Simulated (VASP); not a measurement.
**Al: single point with PBEsol**

The system is Al.

```
CELL_PARAMETERS angstrom
0.00000 2.01183 2.01183
2.01183 0.00000 2.01183
2.01183 2.01183 0.00000
ATOMIC_POSITIONS crystal
Al 0.00000 0.00000 0.00000
```

```yaml
Program: VASP 6.6.1
Task: single point
Functional: PBEsol
Potentials_or_basis: VASP PAW PBE potentials, release 64 (Al)
Cutoff: 520 eV
k_mesh: 9 × 9 × 9
Occupations: methfessel-paxton, width 0.1 eV
Spin: no spin polarisation
Dipole_correction: no
Further_INCAR_settings: ALGO = Normal; EDIFF = 1e-06; NBANDS = 8
```

| Item | Value |
| --- | --- |
| Pressure | 0.0 GPa |

Levels at points of the mesh, in eV from the Fermi level:
```
           k point  band 1  band 2  band 3  band 4  band 5
(0.00, 0.00, 0.00)  -11.19   12.69   12.69   12.69   14.28
```

Run time: 5.1 s on 1 thread of Intel(R) Xeon(R) Platinum 8559C (Emerald Rapids) (shared host), peak memory 0.12 GiB.

Caveat: the PAW data sets were made with another functional, which shifts forces and pressure a little.
